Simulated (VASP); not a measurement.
**Rh: electric field gradients with LDA**

Rh:

```
CELL_PARAMETERS angstrom
0.00000 1.92657 1.92657
1.92657 0.00000 1.92657
1.92657 1.92657 0.00000
ATOMIC_POSITIONS crystal
Rh 0.00000 0.00000 0.00000
```

- Program: VASP 6.6.1
- Task: electric field gradients
- Functional: LDA
- Potentials or basis: VASP PAW LDA potentials, release 64 (Rh_pv)
- Cutoff: 520 eV
- k mesh: 16 × 16 × 16
- Occupations: fermi-dirac, width 0.03 eV
- Spin: no spin polarisation
- Dipole correction: no
- Further INCAR settings: ALGO = Normal; EDIFF = 1e-08; NBANDS = 14

The pressure is -19.6 GPa and the band gap on the k mesh is zero (an odd number of electrons rules out a gap without spin polarisation). The largest electric field gradient by atom is zero within the noise of the run.

Levels at points of the mesh, in eV from the Fermi level:
| k point | band 5 | band 6 | band 7 | band 8 | band 9 | band 10 |
| --- | --- | --- | --- | --- | --- | --- |
| (0.00, 0.00, 0.00) | -2.91 | -2.91 | -2.91 | -0.91 | -0.91 | 15.99 |
| (0.50, 0.00, 0.00) | -2.97 | -2.97 | 0.55 | 0.55 | 0.75 | 8.20 |
| (0.50, 0.50, 0.00) | -5.63 | 0.54 | 0.93 | 0.93 | 3.17 | 11.75 |

It took 42 s on 1 thread of AMD EPYC 7R13 (shared host), peak memory 0.11 GiB.

Caveat: the cell stands under tension.
